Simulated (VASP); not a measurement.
# MgSe3 (P6/mmm) in VASP: a series of runs, part 4 of 4

VASP 6.6.1.

### 6 Relaxation of cell and atoms, PBE

This run uses another cell than the first one, of 22.24 Å³/atom, 1.164 times its volume.

File INCAR:

```
  PREC = Accurate
  ENCUT = 600
  EDIFF = 1E-7
  ISMEAR = 0
  SIGMA = 0.1
  LREAL = F
  LASPH = T
  NELM = 100
  ALGO = Normal
  ISIF = 3
  LWAVE = F
  LCHARG = F
  GGA = PE
  IBRION = 2
  NSW = 90
  EDIFFG = -0.04
```

File KPOINTS:

```
Automatic mesh
0
Gamma
  6 6 6
```

File POSCAR:

```
MgSe3
1.0
    5.6298243516      0.0000000000      0.0000000000
   -2.8149121758      4.8755709073      0.0000000000
    0.0000000000      0.0000000000      3.2402739963
Mg Se
1 3
Direct
    0.0000000000      0.0000000000      0.0000000000
    0.5000000000      0.0000000000      0.5000000000
    0.0000000000      0.5000000000      0.5000000000
    0.5000000000      0.5000000000      0.5000000000
```

Potentials or basis: VASP PAW PBE potentials, release 64 (Mg, Se).

Launch:

```
cat potpaw_PBE.64/Mg/POTCAR potpaw_PBE.64/Se/POTCAR > POTCAR
mpirun -np 1 vasp_std > vasp.out
```

OUTCAR:

```text
PREC = Accurate
   ENCUT = 600
   EDIFF = 1E-7
   ISMEAR = 0
   LREAL = F
   LASPH = T
   NELM = 100
   ISIF = 3
   GGA = PE
   IBRION = 2
   NSW = 90
   EDIFFG = -0.04

 ion  position               nearest neighbor table
   1  0.000  0.000  0.000-
   2  0.500  0.000  0.500-
   3  0.000  0.500  0.500-
   4  0.500  0.500  0.500-

  LATTYP: Found a hexagonal cell.
 ALAT       =     5.6298243516
 C/A-ratio  =     0.5755550784

  Lattice vectors:

 A1 = (   5.6298243516,   0.0000000000,   0.0000000000)
 A2 = (  -2.8149121758,   4.8755709073,   0.0000000000)
 A3 = (   0.0000000000,   0.0000000000,   3.2402739963)

Analysis of symmetry for initial positions (statically):
=====================================================================
 Subroutine PRICEL returns:
 Original cell was already a primitive cell.

 Routine SETGRP: Setting up the symmetry group for a
 hexagonal supercell.

 Subroutine GETGRP returns: Found 24 space group operations
 (whereof 24 operations were pure point group operations)
 out of a pool of 24 trial point group operations.

The static configuration has the point symmetry D_6h.

Analysis of symmetry for dynamics (positions and initial velocities):
=====================================================================
 Subroutine PRICEL returns:
 Original cell was already a primitive cell.

 Routine SETGRP: Setting up the symmetry group for a
 hexagonal supercell.

 Subroutine GETGRP returns: Found 24 space group operations
 (whereof 24 operations were pure point group operations)
 out of a pool of 24 trial point group operations.

The dynamic configuration has the point symmetry D_6h.

 Subroutine INISYM returns: Found 24 space group operations
 (whereof 24 operations are pure point group operations),
 and found     1 'primitive' translations

----------------------------------------------------------------------------------------

                                     Primitive cell

  volume of cell :      88.9410

  direct lattice vectors                    reciprocal lattice vectors
     5.629824352  0.000000000  0.000000000     0.177625435  0.102552093  0.000000000
    -2.814912176  4.875570907  0.000000000     0.000000000  0.205104186  0.000000000
     0.000000000  0.000000000  3.240273996     0.000000000  0.000000000  0.308615877

  length of vectors
     5.629824352  5.629824352  3.240273996     0.205104186  0.205104186  0.308615877

  position of ions in fractional coordinates (direct lattice)
     0.000000000  0.000000000  0.000000000
     0.500000000  0.000000000  0.500000000
     0.000000000  0.500000000  0.500000000
     0.500000000  0.500000000  0.500000000

  ion indices of the primitive-cell ions
   primitive index   ion index
                 1           1
                 2           2
                 3           3
                 4           4

[... 51 lines left out ...]
  0.333333 -0.000000  0.500000      6.000000
 [... further k-points ...]
   k-points           NKPTS =     28   k-points in BZ     NKDIM =     28   number of bands    NBANDS=     14
   number of dos      NEDOS =    301   number of ions     NIONS =      4
   total plane-waves  NPLWV =  64512
   dimension x,y,z NGX =    48 NGY =   48 NGZ =   28
   dimension x,y,z NGXF=    96 NGYF=   96 NGZF=   56
   ions per type =               1   3
   NGX,Y,Z   is equivalent  to a cutoff of  14.17, 14.17, 14.37 a.u.
   NGXF,Y,Z  is equivalent  to a cutoff of  28.35, 28.35, 28.73 a.u.
 SYSTEM =  unknown system
   PREC   = accura    normal or accurate (medium, high low for compatibility)
   ISTART =      0    job   : 0-new  1-cont  2-samecut
   ICHARG =      2    charge: 1-file 2-atom 10-const
   ISPIN  =      1    spin polarized calculation?
   LNONCOLLINEAR =      F non collinear calculations
   LSORBIT =      F    spin-orbit coupling
   LASPH  =      T    aspherical Exc in radial PAW
   ENCUT  =  600.0 eV  44.10 Ry    6.64 a.u.  11.24 11.24  6.47*2*pi/ulx,y,z
   NELM   =    100;   NELMIN=  2; NELMDL= -5     # of ELM steps
   EDIFF  = 0.1E-06   stopping-criterion for ELM
   LREAL  =      F    real-space projection
   EDIFFG = -.4E-01   stopping-criterion for IOM
   NSW    =     90    number of steps for IOM
   IBRION =      2    ionic relax: 0-MD 1-quasi-New 2-CG
   NFREE  =      1    steps in history (QN), initial steepest desc. (CG)
   ISIF   =      3    stress and relaxation
   ISYM   =      2    0-nonsym 1-usesym 2-fastsym
   POTIM  = 0.5000    time-step for ionic-motion
   TEBEG  =    0.0;   TEEND  =   0.0 temperature during run
   PSTRESS=    0.0 pullay stress
   NELECT =      20.0000    total number of electrons
   NUPDOWN=      -1.0000    fix difference up-down
   EMIN   =  10.00;   EMAX   =-10.00  energy-range for DOS
   EFERMI =   0.00;   METHOD = LEGACY
   ISMEAR =     0;   SIGMA  =   0.10  broadening in eV -4-tet -1-fermi 0-gaus
   EFERMI_NEDOS =   21; number of points for ismear=-14 and -15
   IALGO  =     38    algorithm
   IMIX   =      4    mixing-type and parameters
     AMIX     =   0.40;   BMIX     =  1.00
     AMIX_MAG =   1.60;   BMIX_MAG =  1.00
  volume/ion in A,a.u.               =      22.24       150.05
  Fermi-wavevector in a.u.,A,eV,Ry     =   0.995522  1.881264 13.484242  0.991064
  Thomas-Fermi vector in A             =   2.127548
   LORBIT       =      0    0 simple, 1 ext, 2 COOP (PROOUT), +10 PAW based schemes
   GGA     = PE    functional components
   LHFCALC =     F    Hartree Fock is set to
   AEXX    =    0.0000 exact exchange contribution
   IVDW    =     0    specifies the selected vdW correction
   LEPSILON=     F    determine dielectric tensor
   LRPA    =     F    only Hartree local field effects (RPA)
 conjugate gradient relaxation of ions
 non-spin polarized calculation
 Gauss-broadening in eV      SIGMA  =   0.10
  energy-cutoff  :      600.00
  volume of cell :       88.94
 maximum number of plane-waves:      3009
 NGX is ok and might be reduce to    48
   NGX = 23   NGY = 23   NGZ = 13

--------------------------------------- Ionic step        1  -------------------------------------------

 number of electron      19.9999998 magnetization

 Free energy of the ion-electron system (eV)
  ---------------------------------------------------
  ext. energy  EPLUGINS =         0.00000000
  ---------------------------------------------------
  free energy    TOTEN  =       -11.66848707 eV

  energy without entropy =      -11.64126038  energy(sigma->0) =      -11.65487372

------------------------ aborting loop because EDIFF is reached ----------------------------------------

  FORCE on cell =-STRESS in cart. coord.  units (eV):
  Direction    XX          YY          ZZ          XY          YZ          ZX
  --------------------------------------------------------------------------------------
  -------------------------------------------------------------------------------------
  Total       -0.4648239     -0.4648239      2.1306993      0.0000000      0.0000000     -0.0000000
  in kB       -8.3733070     -8.3733070     38.3822721      0.0000000      0.0000000     -0.0000000
  external PRESSURE =       7.2118861 kB  Pullay stress =       0.0000000 kB
[... 101 lines left out ...]
--------------------------------------- Ionic step        4  -------------------------------------------

 number of electron      20.0000004 magnetization

 Free energy of the ion-electron system (eV)
  ---------------------------------------------------
  ext. energy  EPLUGINS =         0.00000000
  ---------------------------------------------------
  free energy    TOTEN  =       -11.79276033 eV

  energy without entropy =      -11.77712730  energy(sigma->0) =      -11.78494382

 E-fermi :   3.8428     XC(G=0):  -9.3534

 val. band max:        3.8357147939   @ k =   0.1667   0.1667   0.0000
 cond. band min:       3.8549120122   @ k =   0.3333   0.3333   0.5000
 fundamental gap:      0.0191972183
 Fermi energy:         3.8427732838

 k-point     1 :       0.0000    0.0000    0.0000
  band No.  band energies     occupation
      1     -11.5011      2.00000
      2      -7.8966      2.00000
      3      -7.8966      2.00000
      4      -3.1805      2.00000
      5      -1.3730      2.00000
      6      -1.3730      2.00000
      7       1.6600      2.00000
      8       2.0636      2.00000
      9       4.5087      0.00000
     10       4.5087      0.00000
     11       5.9365      0.00000
     12       7.2314      0.00000
     13       7.2314      0.00000
     14       7.7013      0.00000
[... 377 lines left out ...]
      1     -10.5291      2.00000
      2      -8.7257      2.00000
      3      -7.6007      2.00000
      4      -1.6576      2.00000
      5      -1.3227      2.00000
      6       0.0878      2.00000
      7       0.5207      2.00000
      8       0.6202      2.00000
      9       1.6031      2.00000
     10       3.8928      0.47957
     11       4.2310      0.00000
     12       4.7009      0.00000
     13       6.4458      0.00000
     14       7.3772      0.00000

 [... further k-points ...]
[... 5 lines left out ...]
  --------------------------------------------------------------------------------------
  -------------------------------------------------------------------------------------
  Total        0.1046899      0.1046899      0.0408629      0.0000000      0.0000000      0.0000000
  in kB        1.7852168      1.7852168      0.6968122      0.0000000      0.0000000      0.0000000
  external PRESSURE =       1.4224152 kB  Pullay stress =       0.0000000 kB
[... 19 lines left out ...]
  FREE ENERGIE OF THE ION-ELECTRON SYSTEM (eV)
  ---------------------------------------------------
  free  energy   TOTEN  =       -11.7927603327 eV

  energy  without entropy=      -11.7771273021  energy(sigma->0) =      -11.78494382

 reached required accuracy - stopping structural energy minimisation
```

OSZICAR:

```text
N       E                     dE             d eps       ncg     rms          rms(c)
DAV:   1     0.107462409043E+03    0.10746E+03   -0.89691E+03   784   0.133E+03
DAV:   2    -0.331228824770E+01   -0.11077E+03   -0.10667E+03  1052   0.193E+02
DAV:   3    -0.119955601916E+02   -0.86833E+01   -0.84569E+01   988   0.598E+01
DAV:   4    -0.120882740432E+02   -0.92714E-01   -0.92247E-01   894   0.714E+00
[... 37 lines left out ...]
DAV:   4    -0.117927616182E+02    0.10640E-03   -0.45666E-04   826   0.120E-01    0.363E-02
DAV:   5    -0.117927566491E+02    0.49691E-05   -0.51127E-05   940   0.400E-02    0.154E-02
DAV:   6    -0.117927599686E+02   -0.33195E-05   -0.42919E-06   862   0.135E-02    0.275E-03
DAV:   7    -0.117927602842E+02   -0.31558E-06   -0.52421E-07   862   0.459E-03    0.107E-03
DAV:   8    -0.117927603327E+02   -0.48558E-07   -0.76751E-08   458   0.201E-03
   4 F= -.11792760E+02 E0= -.11784944E+02  d E =-.124273E+00
```

CONTCAR:

```text
MgSe3
   1.00000000000000
     5.4972288715189510    0.0000000000000000   -0.0000000000000000
    -2.7486144357594755    4.7607398531249281    0.0000000000000000
    -0.0000000000000000    0.0000000000000000    3.5900977363240578
  Mg              Se
     1     3
Direct
     0.0000000000000000    0.0000000000000000    0.0000000000000000
     0.5000000000000000    0.0000000000000000    0.5000000000000000
     0.0000000000000000    0.5000000000000000    0.5000000000000000
     0.5000000000000000    0.5000000000000000    0.5000000000000000

  0.00000000E+00  0.00000000E+00  0.00000000E+00
  0.00000000E+00  0.00000000E+00  0.00000000E+00
  0.00000000E+00  0.00000000E+00  0.00000000E+00
  0.00000000E+00  0.00000000E+00  0.00000000E+00
```

Run time: 90 s. Hardware: 1 thread of Intel Xeon Platinum 8559C (Emerald Rapids), shared host; peak memory 0.27 GiB.

What came out:

```yaml
Free_energy: -11.7928 eV
Relaxed_volume: 23.49 Å³/atom
Relaxed_cell: a = 5.497 Å, b = 5.497 Å, c = 3.590 Å, α = 90.00°, β = 90.00°, γ = 120.00°
Space_group_after_relaxing_to_0.05_Å: P6/mmm (No. 191)
Energy_gained_by_relaxing: 31.1 meV/atom
Ionic_steps: 4
Pressure_after_relaxing: 0.1 GPa
Band_gap_on_the_k_mesh: zero (band 10 reaches 4.99 eV, above the bottom of band 11 at 2.24 eV)
```

Step by step:
```
step  energy change (eV)  largest force (eV/Å)  pressure (GPa)  volume (Å³)
   1              0.0000                0.0000            0.72        88.94
   2             -0.0518                0.0000            0.35        90.21
   3             -0.1226                0.0000            0.07        93.36
   4             -0.1243                0.0000            0.14        93.96
```

Final structure:
```cif
data_structure
_symmetry_space_group_name_H-M 'P 1'
_symmetry_Int_Tables_number 1
_cell_length_a 5.4972
_cell_length_b 5.4972
_cell_length_c 3.5901
_cell_angle_alpha 90.000
_cell_angle_beta 90.000
_cell_angle_gamma 120.000
_cell_volume 93.96
loop_
_atom_site_label
_atom_site_type_symbol
_atom_site_fract_x
_atom_site_fract_y
_atom_site_fract_z
_atom_site_occupancy
Mg1 Mg 0.00000 0.00000 0.00000 1
Se1 Se 0.50000 0.00000 0.50000 1
Se2 Se 0.00000 0.50000 0.50000 1
Se3 Se 0.50000 0.50000 0.50000 1
```

### 7 The runs side by side

| task | cell | k mesh | cutoff (eV) | gap on the mesh (eV) | pressure (GPa) | relaxed volume (Å³/atom) |
| --- | --- | --- | --- | --- | --- | --- |
| single point | a = 3.527, b = 3.527, c = 7.095 Å, angles 90.0, 90.0, 120.0°, 4 atoms | 6 × 6 × 4 | 520 | none | 224.1 | - |
| single point | a = 5.630, b = 5.630, c = 3.240 Å, angles 90.0, 90.0, 120.0°, 4 atoms | 6 × 6 × 4 | 520 | none | 0.1 | - |
| single point | a = 5.507, b = 5.507, c = 3.570 Å, angles 90.0, 90.0, 120.0°, 4 atoms | 6 × 6 × 6 | 520 | none | 0.1 | - |
| relaxation of cell and atoms | relaxed from a = 3.527, b = 3.527, c = 7.095 Å, angles 90.0, 90.0, 120.0°, 4 atoms | 6 × 6 × 4 | 600 | none | 0.0 | 21.67 |
| relaxation of cell and atoms | relaxed from a = 5.630, b = 5.630, c = 3.240 Å, angles 90.0, 90.0, 120.0°, 4 atoms | 6 × 6 × 6 | 600 | none | 0.1 | 23.49 |

Alike in all rows: level PBE; potentials or basis VASP PAW PBE potentials, release 64 (Mg, Se); no spin polarisation; smearing gaussian 0.1 eV.

Caveats: some runs use coarse meshes.

Absolute energies hang on the potentials; compare differences alone.
